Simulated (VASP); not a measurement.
# SnO in VASP: notebook

SnO is run at these levels: PBE+D3(BJ); tasks: single point.

Everything below comes from runs of VASP 6.6.1. Logs are shortened: lines on timing, memory, paths and dates and some standing lists are left out, and cuts for length are marked.

## 1. The cell of the first run

The cell holds a slab with vacuum, 8 atoms: a = 3.820 Å, b = 3.820 Å, c = 22.226 Å, α = 90.00°, β = 90.00°, γ = 90.00°.

## 2. Single point, PBE+D3(BJ) (layers slid over each other)

INCAR reads:

```
ALGO = Normal ; DIPOL = 0.5 0.5 0.403
EDIFF = 1E-7 ; ENCUT = 520
GGA = PE ; IDIPOL = 3
ISIF = 2 ; ISMEAR = 0
IVDW = 12 ; LASPH = True
LCHARG = True ; LDIPOL = True
LELF = True ; LREAL = False
LVACPOTAV = True ; LVHAR = True
LWAVE = False ; NBANDS = 50
NELM = 80 ; PREC = Accurate
SIGMA = 0.05
```

KPOINTS reads:

```
k-points
0
Gamma
  7 7 1
```

POSCAR reads:

```
SnO
1.0
    3.8201635894      0.0000000000      0.0000000000
    0.0000000000      3.8201635894      0.0000000000
    0.0000000000      0.0000000000     22.2260803631
Sn O
4 4
Direct
    0.7500000000      0.2500000000      0.2024648488
    0.2500000000      0.7500000000      0.3087831984
    0.3750000000      1.0000000000      0.4977503906
   -0.1250000000      1.5000000000      0.6040687401
    0.2500000000      0.2500000000      0.2556240236
    0.7500000000      0.7500000000      0.2556240236
   -0.1250000000      1.0000000000      0.5509095654
    0.3750000000      1.5000000000      0.5509095654
```

Potentials or basis: VASP PAW PBE potentials, release 64 (Sn_d, O).

Launch:

```bash
cat potpaw_PBE.64/Sn_d/POTCAR potpaw_PBE.64/O/POTCAR > POTCAR
mpirun -np 1 vasp_std > vasp.out
```

OUTCAR:

```text
EDIFF = 1E-7
   ENCUT = 520
   GGA = PE
   ISIF = 2
   ISMEAR = 0
   IVDW = 12
   LASPH = True
   LREAL = False
   NELM = 80
   PREC = Accurate
 IVDW          = 12

 ion  position               nearest neighbor table
   1  0.750  0.250  0.202-   5 2.25   6 2.25   6 2.25   5 2.25   2 3.59   2 3.59   2 3.59   2 3.59

   2  0.250  0.750  0.309-   5 2.25   6 2.25   5 2.25   6 2.25   1 3.59   1 3.59   1 3.59   1 3.59

   3  0.375  0.000  0.498-   7 2.25   8 2.25   8 2.25   7 2.25   4 3.59   4 3.59   4 3.59   4 3.59

   4  0.875  0.500  0.604-   7 2.25   8 2.25   7 2.25   8 2.25   3 3.59   3 3.59   3 3.59   3 3.59

   5  0.250  0.250  0.256-   1 2.25   2 2.25   2 2.25   1 2.25
   6  0.750  0.750  0.256-   1 2.25   2 2.25   1 2.25   2 2.25
   7  0.875  0.000  0.551-   4 2.25   4 2.25   3 2.25   3 2.25
   8  0.375  0.500  0.551-   4 2.25   4 2.25   3 2.25   3 2.25

  LATTYP: Found a simple tetragonal cell.
 ALAT       =     3.8201635894
 C/A-ratio  =     5.8180964880

  Lattice vectors:

 A1 = (   3.8201635894,   0.0000000000,   0.0000000000)
 A2 = (   0.0000000000,   3.8201635894,   0.0000000000)
 A3 = (   0.0000000000,   0.0000000000,  22.2260803631)

Analysis of symmetry for initial positions (statically):
=====================================================================
 Subroutine PRICEL returns:
 Original cell was already a primitive cell.

 Routine SETGRP: Setting up the symmetry group for a
 simple tetragonal supercell.

 Subroutine GETGRP returns: Found  2 space group operations
 (whereof  1 operations were pure point group operations)
 out of a pool of 16 trial point group operations.

The static configuration has the point symmetry C_1 .
 The point group associated with its full space group is S_2 .

Analysis of symmetry for dynamics (positions and initial velocities):
=====================================================================
 Subroutine PRICEL returns:
 Original cell was already a primitive cell.

 Routine SETGRP: Setting up the symmetry group for a
 simple tetragonal supercell.

 Subroutine GETGRP returns: Found  2 space group operations
 (whereof  1 operations were pure point group operations)
 out of a pool of 16 trial point group operations.

The dynamic configuration has the point symmetry C_1 .
 The point group associated with its full space group is S_2 .

 Subroutine INISYM returns: Found  2 space group operations
 (whereof  1 operations are pure point group operations),
 and found     1 'primitive' translations

----------------------------------------------------------------------------------------

[... 117 lines left out ...]
   EFERMI =   0.00;   METHOD = LEGACY
   ISMEAR =     0;   SIGMA  =   0.05  broadening in eV -4-tet -1-fermi 0-gaus
   EFERMI_NEDOS =   21; number of points for ismear=-14 and -15
   IALGO  =     38    algorithm
   IMIX   =      4    mixing-type and parameters
     AMIX     =   0.40;   BMIX     =  1.00
     AMIX_MAG =   1.60;   BMIX_MAG =  1.00
  volume/ion in A,a.u.               =      40.54       273.61
  Fermi-wavevector in a.u.,A,eV,Ry     =   1.026666  1.940118 14.341130  1.054043
  Thomas-Fermi vector in A             =   2.160571
   LORBIT       =      0    0 simple, 1 ext, 2 COOP (PROOUT), +10 PAW based schemes
   GGA     = PE    functional components
   LHFCALC =     F    Hartree Fock is set to
   AEXX    =    0.0000 exact exchange contribution
   IVDW    =    12    specifies the selected vdW correction
   LEPSILON=     F    determine dielectric tensor
   LRPA    =     F    only Hartree local field effects (RPA)
 non-spin polarized calculation
 Gauss-broadening in eV      SIGMA  =   0.05
  energy-cutoff  :      520.00
  volume of cell :      324.36
 maximum number of plane-waves:      8769
   NGX = 15   NGY = 15   NGZ = 83

 dipolmoment           0.000000      0.000000      0.000012 electrons x Angstroem

 number of electron      79.9999970 magnetization

 dipolmoment           0.000000      0.000000     -0.000002 electrons x Angstroem

 Free energy of the ion-electron system (eV)
  ---------------------------------------------------
  ext. energy  EPLUGINS =         0.00000000
  ---------------------------------------------------
  free energy    TOTEN  =       -45.15113907 eV

  energy without entropy =      -45.15113907  energy(sigma->0) =      -45.15113907

 E-fermi :   0.0702     XC(G=0):  -5.3157

 val. band max:       -0.1930492993   @ k =  -0.1429   0.1429   0.0000
 cond. band min:       2.2917620992   @ k =   0.4286   0.0000   0.0000
 fundamental gap:      2.4848113985
 Fermi energy:         0.0701513608

 k-point     1 :       0.0000    0.0000    0.0000
  band No.  band energies     occupation
      1     -21.0486      2.00000
      2     -21.0486      2.00000
      3     -20.6881      2.00000
      4     -20.6880      2.00000
      5     -20.6507      2.00000
      6     -20.6504      2.00000
[... 1261 lines left out ...]
     49       5.9975      0.00000
     50       6.2942      0.00000

 [... further k-points ...]

------------------------ aborting loop because EDIFF is reached ----------------------------------------

 Edisp (eV)   -1.23744

 E8    (eV) :    -0.5470

  FORCE on cell =-STRESS in cart. coord.  units (eV):
  Direction    XX          YY          ZZ          XY          YZ          ZX
  --------------------------------------------------------------------------------------
  -------------------------------------------------------------------------------------
  Total       0.20931     0.24086     0.13862     0.01940     0.24197     0.14160
  in kB       1.03388     1.18973     0.68471     0.09585     1.19520     0.69944
  external pressure =        0.97 kB  Pullay stress =        0.00 kB

 VOLUME and BASIS-vectors are now :
 -----------------------------------------------------------------------------
  energy-cutoff  :      520.00
  volume of cell :      324.36
      direct lattice vectors                 reciprocal lattice vectors
     3.820163589  0.000000000  0.000000000     0.261768895  0.000000000  0.000000000
     0.000000000  3.820163589  0.000000000     0.000000000  0.261768895  0.000000000
     0.000000000  0.000000000 22.226080363     0.000000000  0.000000000  0.044992189

 POSITION                                       TOTAL-FORCE (eV/Angst)
 -----------------------------------------------------------------------------------
      2.86512      0.95504      4.50000        -0.002655     -0.004529     -0.082794
      0.95504      2.86512      6.86304        -0.013764     -0.025862      0.095093
      1.43256      0.00000     11.06304         0.013764      0.025862     -0.095093
      3.34264      1.91008     13.42608         0.002655      0.004529      0.082794
      0.95504      0.95504      5.68152         0.005406     -0.023170      0.003399
      2.86512      2.86512      5.68152        -0.014479      0.009036      0.003712
      3.34264      0.00000     12.24456         0.014479     -0.009036     -0.003712
      1.43256      1.91008     12.24456        -0.005406      0.023170     -0.003399
 -----------------------------------------------------------------------------------
    total drift:                                0.000000      0.000000     -0.000103

  FREE ENERGIE OF THE ION-ELECTRON SYSTEM (eV)
  ---------------------------------------------------
  free  energy   TOTEN  =       -46.3885821658 eV

  energy  without entropy=      -46.3885821658  energy(sigma->0) =      -46.38858217

 vacuum level on the upper side and lower side of the slab         4.935         4.935
```

Wall time 8.9 min (1 thread of Intel Xeon Platinum 8488C (Sapphire Rapids), shared host); peak memory 0.51 GiB.

Results:

```
Free energy                : -46.3886 eV
Largest force              : 0.100 eV/Å
Band gap on the k mesh     : 2.48 eV (least direct gap 2.56 eV)
Dispersion energy per atom : -0.155 eV
```

Forces on the atoms (eV/Å):
```
Sn  -0.003 -0.005 -0.083
Sn  -0.014 -0.026  0.095
Sn   0.014  0.026 -0.095
Sn   0.003  0.005  0.083
O    0.005 -0.023  0.003
O   -0.014  0.009  0.004
O    0.014 -0.009 -0.004
O   -0.005  0.023 -0.003
```

Caveat: the cell differs from its parent crystal (layers slid over each other); spin-orbit coupling is left out, which moves the levels of the heavy elements.

## 3. Single point, PBE+D3(BJ) (layers slid over each other)

INCAR reads:

```
SYSTEM = SnO
PREC = Accurate
ENCUT = 520
EDIFF = 1E-6
ISMEAR = 0
SIGMA = 0.05
LREAL = .False.
LASPH = .True.
NELM = 60
ALGO = Normal
ISIF = 2
LWAVE = .False.
LCHARG = .False.
LDIPOL = .True.
IDIPOL = 3
DIPOL = 0.5 0.5 0.403
GGA = PE
IVDW = 12
NBANDS = 50
```

KPOINTS reads:

```
regular mesh
0
Gamma
  7 7 1
  0 0 0
```

POSCAR reads:

```
SnO
1.0
    3.8201635894      0.0000000000      0.0000000000
    0.0000000000      3.8201635894      0.0000000000
    0.0000000000      0.0000000000     22.2260803631
Sn O
4 4
Direct
    0.7500000000      0.2500000000      0.2024648488
    0.2500000000      0.7500000000      0.3087831984
    0.5000000000      1.1250000000      0.4977503906
    0.0000000000      1.6250000000      0.6040687401
    0.2500000000      0.2500000000      0.2556240236
    0.7500000000      0.7500000000      0.2556240236
    0.0000000000      1.1250000000      0.5509095654
    0.5000000000      1.6250000000      0.5509095654
```

Potentials or basis: VASP PAW PBE potentials, release 64 (Sn_d, O).

Launch:

```bash
cat potpaw_PBE.64/Sn_d/POTCAR potpaw_PBE.64/O/POTCAR > POTCAR
mpirun -np 1 vasp_std > vasp.out
```

Wall time 8.8 min (1 thread of Intel Xeon Platinum 8488C (Sapphire Rapids), shared host); peak memory 0.51 GiB.

The run converged. Its results:

| Item | Value |
| --- | --- |
| Free energy | -46.4183 eV |
| Largest force | 0.155 eV/Å |
| Band gap on the k mesh | 2.55 eV (least direct gap 2.58 eV) |
| Dispersion energy per atom | -0.155 eV |

Forces on the atoms (eV/Å):
```
Sn  -0.003 -0.003 -0.081
Sn  -0.012 -0.012  0.154
Sn   0.012  0.012 -0.154
Sn   0.003  0.003  0.081
O    0.006 -0.013  0.009
O   -0.016  0.005  0.009
O    0.016 -0.005 -0.009
O   -0.006  0.013 -0.009
```

Levels at points of the mesh, in eV from the valence-band top:
```tsv
k point	band 37	band 38	band 39	band 40	band 41	band 42	band 43	band 44
(0.00, 0.00, 0.00)	-1.93	-1.93	-0.57	-0.02	2.55	2.88	2.89	3.80
```

Caveat: the cell differs from its parent crystal (layers slid over each other); spin-orbit coupling is left out, which moves the levels of the heavy elements.
